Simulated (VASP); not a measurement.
A run of VASP 6.6.1:

File INCAR:

```
SYSTEM = CO2
  ALGO = Normal
  EDIFF = 1E-6
  ENCUT = 910
  GGA = PE
  GGA_COMPAT = .False.
  ISIF = 2
  ISMEAR = -1
  IVDW = 12
  LASPH = .True.
  LCHARG = .True.
  LELF = .True.
  LREAL = Auto
  LVHAR = .True.
  LWAVE = .False.
  NBANDS = 120
  NELM = 120
  PREC = Accurate
  SIGMA = 0.05
```

KPOINTS

```
k-points
0
Gamma
  1 1 1
  0 0 0
```

POSCAR

```
CO2
1.0
    8.5889170000      0.0000000000      0.0000000000
    0.0000000000      8.5889170000      0.0000000000
    0.0000000000      0.0000000000      8.5889170000
C O
12 24
Direct
    0.1445001739      0.5453074002      0.3325331936
    0.4367605369      0.9110345344      0.0517527414
    0.7991112267      0.3851824392      0.5207525000
    0.1964508447      0.1359077052      0.7913919764
    0.4502080996      0.3640738407      0.1165688293
    1.0324351720      0.0607876406      0.2807455236
    0.1588209550      0.7328630606      0.8908340830
    0.7387310880      0.7873286003      0.2211454599
    0.4000271513      0.7784101302      0.4929725133
    0.7676404371      0.9685272311      0.6701659825
    0.8273336440      0.3792445543     -0.0411344061
    0.4988638265      0.1300396779      0.4105872719
    0.2299242151      0.4923205103      0.4266777756
    0.0578303411      0.6080161212      0.2430923480
    0.4615366524      0.7829392227      0.0083479675
    0.4008305122      1.0408879257      0.0791019403
    0.7128488959      0.4467617978      0.6069333305
    0.8801458903      0.3160934027      0.4342922396
    0.2901529960      0.0414021931      0.7537504437
    0.1081160756      0.2333006594      0.8230956243
    0.5781520534      0.3758331813      0.1619878269
    0.3250235158      0.3558423024      0.0746310623
    0.9897522586     -0.0249391163      0.3775912609
    1.0930248831      0.1379917864      0.1897678136
    0.1159284692      0.7899366125      1.0064598366
    0.1744573850      0.6634130939      0.7762794774
    0.7182162780      0.7072952271      0.3262343786
    0.7556948100      0.8668263996      0.1112363759
    0.4514655340      0.7397090925      0.6123589272
    0.3402408010      0.8287424363      0.3778823337
    0.8576634283      0.8644046741      0.6650314586
    0.6721685633      1.0655476121      0.6686174753
    0.8211861868      0.5164795515     -0.0630230796
    0.8428652879      0.2487508029     -0.0265341952
    0.4098188398      0.2186305910      0.4555638388
    0.5926009065      0.0417514804      0.3670893548
```

Potentials or basis: VASP PAW PBE potentials, release 64 (C_h, O_h).

The run is started by

```bash
$ cat potpaw_PBE.64/C_h/POTCAR potpaw_PBE.64/O_h/POTCAR > POTCAR
$ mpirun -np 1 vasp_gam > vasp.out
```

Hardware: 1 thread of Intel(R) Xeon(R) Platinum 8375C CPU @ 2.90GHz (Ice Lake), with other jobs on the host.

Q: How long does it take, and how much memory?

A: It took 6 min on 1 thread of Intel(R) Xeon(R) Platinum 8375C CPU @ 2.90GHz (Ice Lake), on a shared host, peak memory 1.2 GiB. Counts: scf iterations 17, k points 1.
